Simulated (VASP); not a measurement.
Runs of VASP 6.6.1 on InO. The structure is that of space group P6/mmm (No. 191), or close to it. The cells are those of the table. The cell was built from a structure type or drawn by symmetry, and may not be a known phase.

| task | spin | cell | k mesh | cutoff (eV) | gap on the mesh (eV) | pressure (GPa) | moment (μB) | relaxed volume (Å³/atom) |
| --- | --- | --- | --- | --- | --- | --- | --- | --- |
| single point | off | a = 5.498, b = 5.498, c = 4.343 Å, angles 90.0, 90.0, 120.0°, 6 atoms | 6 × 6 × 4 | 520 | none | 99.1 | - | - |
| single point | collinear, ferromagnetic start | a = 5.498, b = 5.498, c = 4.343 Å, angles 90.0, 90.0, 120.0°, 6 atoms | 6 × 6 × 4 | 520 | none | 99.1 | 0.00 | - |
| relaxation of cell and atoms | off | relaxed from a = 5.498, b = 5.498, c = 4.343 Å, angles 90.0, 90.0, 120.0°, 6 atoms | 6 × 6 × 4 | 600 | none | 0.1 | - | 23.90 |
| relaxation of cell and atoms | off | relaxed from a = 7.252, b = 7.252, c = 3.313 Å, angles 90.0, 90.0, 120.0°, 6 atoms | 3 × 3 × 6 | 600 | none | 0.0 | - | 25.38 |
| single point | off | a = 7.265, b = 7.265, c = 3.322 Å, angles 90.0, 90.0, 120.0°, 6 atoms | 3 × 3 × 6 | 520 | none | 0.2 | - | - |
| single point | collinear | a = 7.357, b = 7.357, c = 3.344 Å, angles 90.0, 90.0, 120.0°, 6 atoms | 6 × 6 × 12 | 520 | none | -0.7 | 0.00 | - |
| single point | collinear, ferromagnetic start | a = 7.265, b = 7.265, c = 3.322 Å, angles 90.0, 90.0, 120.0°, 6 atoms | 3 × 3 × 6 | 520 | none | 0.2 | 0.00 | - |
| single point | off | a = 7.252, b = 7.252, c = 3.313 Å, angles 90.0, 90.0, 120.0°, 6 atoms | 6 × 6 × 4 | 520 | none | (a) | - | - |

Alike in all rows: level PBE; potentials or basis VASP PAW PBE potentials, release 64 (In_d, O); smearing gaussian 0.1 eV.

**Question.** Fill in the values left out.

**Answer.** (a) 0.4.

Caveats: some runs use coarse meshes; spin-orbit coupling is left out, which moves the levels of the heavy elements; an odd number of electrons without spin polarisation forces a metal (at least some runs); a magnetic or distorted state may lie lower (at least some runs); the volume moved by over 15 % at a fixed basis, so the end points are rough (at least some runs).

A k mesh can miss the band edges, and the runs leave out spin-orbit coupling on In.

A gap of «none» marks levels without a gap at the run's occupations.
